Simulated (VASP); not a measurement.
# Cd (Fm-3m) in VASP: notebook

Runs on Cd. Level: PBE. Tasks: single point.

Program: VASP 6.6.1. These are calculated values, not measurements. Logs are shortened: lines on timing, memory, paths and dates and some standing lists are left out, and cuts for length are marked.

## 1. The cell of the first run

It takes space group Fm-3m (No. 225, cubic). Conventional cell: a = 4.471 Å, b = 4.471 Å, c = 4.471 Å, α = 90.00°, β = 90.00°, γ = 90.00°. Within 4.2 Å of Cd (site symmetry m-3m) lie 12 Cd at 3.16 Å.

## 2. Single point, PBE, non-collinear spin, zero start, spin-orbit coupling

The input, INCAR:

```
SYSTEM = Cd
ALGO = Normal ; EDIFF = 1E-6
ENCUT = 500 ; GGA = PE
GGA_COMPAT = .FALSE. ; ISIF = 2
ISMEAR = -1 ; LASPH = .TRUE.
LCHARG = .FALSE. ; LORBIT = 11
LORBMOM = .TRUE. ; LREAL = .FALSE.
LSORBIT = .TRUE. ; LWAVE = .FALSE.
MAGMOM = 0 0 0 ; NBANDS = 23
NELM = 200 ; PREC = Accurate
SIGMA = 0.15
```

The input, KPOINTS:

```
k-points
0
G
  4 4 4
  0 0 0
```

The input, POSCAR:

```
Cd
1.0
    0.0000000000      2.2354948500      2.2354948500
    2.2354948500      0.0000000000      2.2354948500
    2.2354948500      2.2354948500      0.0000000000
Cd
1
Direct
    0.0000000000      0.0000000000      0.0000000000
```

Potentials or basis: VASP PAW PBE potentials, release 64 (Cd).

The run is started by

```console
cat potpaw_PBE.64/Cd/POTCAR > POTCAR
mpirun -np 1 vasp_ncl > vasp.out
```

OUTCAR:

```text
SYSTEM = Cd
   EDIFF = 1E-6
   ENCUT = 500
   GGA = PE
   ISIF = 2
   ISMEAR = -1
   LASPH = .TRUE.
   LORBIT = 11
   LREAL = .FALSE.
   LSORBIT = .TRUE.
   NELM = 200
   PREC = Accurate

 ion  position               nearest neighbor table
   1  0.000  0.000  0.000-

  LATTYP: Found a face centered cubic cell.
 ALAT       =     4.4709897000

  Lattice vectors:

 A1 = (   0.0000000000,   2.2354948500,   2.2354948500)
 A2 = (   2.2354948500,   0.0000000000,   2.2354948500)
 A3 = (   2.2354948500,   2.2354948500,   0.0000000000)

Analysis of symmetry for initial positions (statically):
=====================================================================
 Subroutine PRICEL returns:
 Original cell was already a primitive cell.

 Routine SETGRP: Setting up the symmetry group for a
 face centered cubic supercell.

 Subroutine GETGRP returns: Found 48 space group operations
 (whereof 48 operations were pure point group operations)
 out of a pool of 48 trial point group operations.

The static configuration has the point symmetry O_h .

Analysis of symmetry for dynamics (positions and initial velocities):
=====================================================================
 Subroutine PRICEL returns:
 Original cell was already a primitive cell.

 Routine SETGRP: Setting up the symmetry group for a
 face centered cubic supercell.

 Subroutine GETGRP returns: Found 48 space group operations
 (whereof 48 operations were pure point group operations)
 out of a pool of 48 trial point group operations.

The dynamic configuration has the point symmetry O_h .

Analysis of structural, dynamic, and magnetic symmetry:
=====================================================================
 Subroutine PRICEL returns:
 Original cell was already a primitive cell.

 Routine SETGRP: Setting up the symmetry group for a
 face centered cubic supercell.

 Subroutine GETGRP returns: Found 48 space group operations
 (whereof 48 operations were pure point group operations)
 out of a pool of 48 trial point group operations.

The overall configuration has the point symmetry O_h .

 Subroutine INISYM returns: Found 48 space group operations
 (whereof 48 operations are pure point group operations),
 and found     1 'primitive' translations

[... 128 lines left out ...]
 val. band max:        1.9158492103   @ k =   0.5000   0.5000   0.0000
 cond. band min:       3.9717607934   @ k =   0.5000   0.5000   0.0000
 fundamental gap:      2.0559115831
 Fermi energy:         3.9436655002

 k-point     1 :       0.0000    0.0000    0.0000
  band No.  band energies     occupation
      1      -6.6992      1.00000
      2      -6.6992      1.00000
      3      -6.6992      1.00000
      4      -6.6992      1.00000
      5      -6.1335      1.00000
      6      -6.1335      1.00000
[... 197 lines left out ...]
     22      20.4577      0.00000
     23      20.4983      0.00000

------------------------ aborting loop because EDIFF is reached ----------------------------------------

  FORCE on cell =-STRESS in cart. coord.  units (eV):
  Direction    XX          YY          ZZ          XY          YZ          ZX
  --------------------------------------------------------------------------------------
  -------------------------------------------------------------------------------------
  Total        0.0680937      0.0680937      0.0680937      0.0000000     -0.0000000      0.0000000
  in kB        4.8827699      4.8827699      4.8827699      0.0000000     -0.0000000      0.0000000
  external PRESSURE =       4.8827699 kB  Pullay stress =       0.0000000 kB

 VOLUME and BASIS-vectors are now :
 -----------------------------------------------------------------------------
  energy-cutoff  :      500.00
  volume of cell :       22.34
      direct lattice vectors                 reciprocal lattice vectors
     0.000000000  2.235494850  2.235494850    -0.223664125  0.223664125  0.223664125
     2.235494850  0.000000000  2.235494850     0.223664125 -0.223664125  0.223664125
     2.235494850  2.235494850  0.000000000     0.223664125  0.223664125 -0.223664125

 POSITION                                       TOTAL-FORCE (eV/Angst)
 -----------------------------------------------------------------------------------
      0.00000      0.00000      0.00000         0.000000      0.000000      0.000000
 -----------------------------------------------------------------------------------
    total drift:                               -0.000000      0.000000      0.000000

  FREE ENERGIE OF THE ION-ELECTRON SYSTEM (eV)
  ---------------------------------------------------
  free  energy   TOTEN  =        -0.9642599701 eV

  energy  without entropy=       -0.9393992418  energy(sigma->0) =       -0.95182961

 orbital moment (x)

 # of ion     p       d       tot
 ----------------------------------------
  1        -0.000   0.000   0.000
 ----------------------------------------
           -0.000   0.000   0.000

 orbital moment (y)

 # of ion     p       d       tot
 ----------------------------------------
  1         0.000  -0.000  -0.000
 ----------------------------------------
            0.000  -0.000  -0.000

 orbital moment (z)

 # of ion     p       d       tot
 ----------------------------------------
  1         0.000   0.000   0.000
 ----------------------------------------
            0.000   0.000   0.000

 Spin-Orbit-Coupling matrix elements

 Ion:    1  E_soc:     -0.0568858
 l=   1
     0.0000000    -0.0023194    -0.0023194
    -0.0023194     0.0000000    -0.0023194
    -0.0023194    -0.0023194     0.0000000
 l=   2
     0.0000000    -0.0014314     0.0000000    -0.0014314    -0.0057301
    -0.0014314     0.0000000    -0.0042976    -0.0014314    -0.0014325
     0.0000000    -0.0042976     0.0000000    -0.0042976     0.0000000
    -0.0014314    -0.0014314    -0.0042976     0.0000000    -0.0014325
    -0.0057301    -0.0014325     0.0000000    -0.0014325     0.0000000
 l=   3
     0.0000000     0.0000000     0.0000000     0.0000000     0.0000000     0.0000000     0.0000000
     0.0000000     0.0000000     0.0000000     0.0000000     0.0000000     0.0000000     0.0000000
     0.0000000     0.0000000     0.0000000     0.0000000     0.0000000     0.0000000     0.0000000
     0.0000000     0.0000000     0.0000000     0.0000000     0.0000000     0.0000000     0.0000000
     0.0000000     0.0000000     0.0000000     0.0000000     0.0000000     0.0000000     0.0000000
     0.0000000     0.0000000     0.0000000     0.0000000     0.0000000     0.0000000     0.0000000
     0.0000000     0.0000000     0.0000000     0.0000000     0.0000000     0.0000000     0.0000000

 total charge

# of ion       s       p       d       tot
------------------------------------------
    1        0.541   0.266   9.492  10.299

 magnetization (x)

# of ion       s       p       d       tot
------------------------------------------
    1        0.000   0.000  -0.000  -0.000

 magnetization (y)

# of ion       s       p       d       tot
------------------------------------------
    1        0.000   0.000   0.000   0.000

 magnetization (z)

# of ion       s       p       d       tot
------------------------------------------
    1        0.000  -0.000  -0.000  -0.000
```

stdout:

```text
POSCAR found type information on POSCAR Cd
 POSCAR found :  1 types and       1 ions
 scaLAPACK will be used
 LDA part: xc-table for (Slater+PW92), standard interpolation
 POSCAR, INCAR and KPOINTS ok, starting setup
 FFT: planning ... GRIDC
 FFT: planning ... GRID_SOFT
 FFT: planning ... GRID
 WAVECAR not read
 entering main loop
```

Wall time 23 s (1 thread of Intel Xeon 8259CL, shared host); peak memory 0.19 GiB.

Results:

* Free energy: -0.9643 eV
* Pressure: 0.5 GPa
* Net moment: 0.00 μB per cell
* Valence electrons inside the program's atomic spheres: Cd 10.30

Moments on the atoms (μB; x, y, z):
```
Cd  0.00 0.00 0.00
```

Caveat: the k points lie up to 0.61 Å⁻¹ apart.

## 3. Single point, PBE, non-collinear spin, zero start, spin-orbit coupling

This run uses another cell than the first one, of 22.80 Å³/atom, 1.020 times its volume.

The input, INCAR:

```
ALGO = Normal ; EDIFF = 1E-6
ENCUT = 500 ; GGA = PE
GGA_COMPAT = False ; ISIF = 2
ISMEAR = -1 ; LASPH = True
LCHARG = True ; LNONCOLLINEAR = True
LORBIT = 11 ; LORBMOM = True
LREAL = False ; LSORBIT = True
LVHAR = True ; LWAVE = False
MAGMOM = 0 0 0 ; NBANDS = 23
NELM = 200 ; PREC = Accurate
SIGMA = 0.15
```

The input, KPOINTS:

```
k-points
0
Gamma
  4 4 4
```

The input, POSCAR:

```
Cd
1.0
    0.0000000000      2.2506000000      2.2506000000
    2.2506000000      0.0000000000      2.2506000000
    2.2506000000      2.2506000000      0.0000000000
Cd
1
Direct
    0.0000000000      0.0000000000      0.0000000000
```

Potentials or basis: VASP PAW PBE potentials, release 64 (Cd).

The run is started by

```console
cat potpaw_PBE.64/Cd/POTCAR > POTCAR
mpirun -np 1 vasp_ncl > vasp.out
```

Wall time 24 s (1 thread of Intel Xeon 8259CL, shared host); peak memory 0.19 GiB.

The run converged. Its results:

| Item | Value |
| --- | --- |
| Free energy | -0.9643 eV |
| Pressure | -0.5 GPa |
| Net moment | 0.00 μB per cell |
| Valence electrons inside the program's atomic spheres | Cd 10.29 |

Moments on the atoms (μB; x, y, z):
```
Cd  0.00 0.00 0.00
```

Caveat: the k points lie up to 0.60 Å⁻¹ apart.
